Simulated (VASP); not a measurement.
## Zr2Ta: single point with PBE

Zr2Ta:

```
Zr Ta
1.0
     0.00000    3.67412    3.67412
     3.67412    0.00000    3.67412
     3.67412    3.67412    0.00000
Zr Ta
4 2
Direct
  0.62500 0.62500 0.62500
  0.12500 0.62500 0.62500
  0.62500 0.62500 0.12500
  0.62500 0.12500 0.62500
  0.00000 0.00000 0.00000
  0.25000 0.25000 0.25000
```

```
Program             : VASP 6.6.1
Task                : single point
Functional          : PBE
Potentials or basis : VASP PAW PBE potentials, release 64 (Zr_sv, Ta_pv)
Cutoff              : 520 eV
k mesh              : 4 × 4 × 4
Occupations         : gaussian, width 0.1 eV
Spin                : no spin polarisation
```

- Pressure: 44.7 GPa
- Band gap on the k mesh: zero (band 35 reaches 11.27 eV, above the bottom of band 36 at 10.45 eV)

Levels at points of the mesh, in eV from the Fermi level:
| k point | band 30 | band 31 | band 32 | band 33 | band 34 | band 35 | band 36 | band 37 | band 38 | band 39 |
| --- | --- | --- | --- | --- | --- | --- | --- | --- | --- | --- |
| (0.00, 0.00, 0.00) | -2.51 | -1.15 | -1.15 | -0.57 | -0.57 | 0.69 | 0.69 | 0.69 | 1.88 | 1.88 |
| (0.50, 0.00, 0.00) | -1.77 | -0.99 | -0.99 | -0.33 | -0.33 | 0.28 | 0.28 | 0.34 | 1.41 | 1.41 |
| (0.50, 0.50, 0.00) | -1.66 | -1.61 | -1.61 | -0.55 | -0.55 | 0.25 | 0.25 | 1.34 | 1.34 | 1.86 |

It took 33 s on 1 thread of Intel(R) Xeon(R) 6975P-C (Granite Rapids), on a shared host, peak memory 0.24 GiB.

Caveat: the k points lie up to 0.37 Å⁻¹ apart; spin-orbit coupling is left out, which moves the levels of the heavy elements.
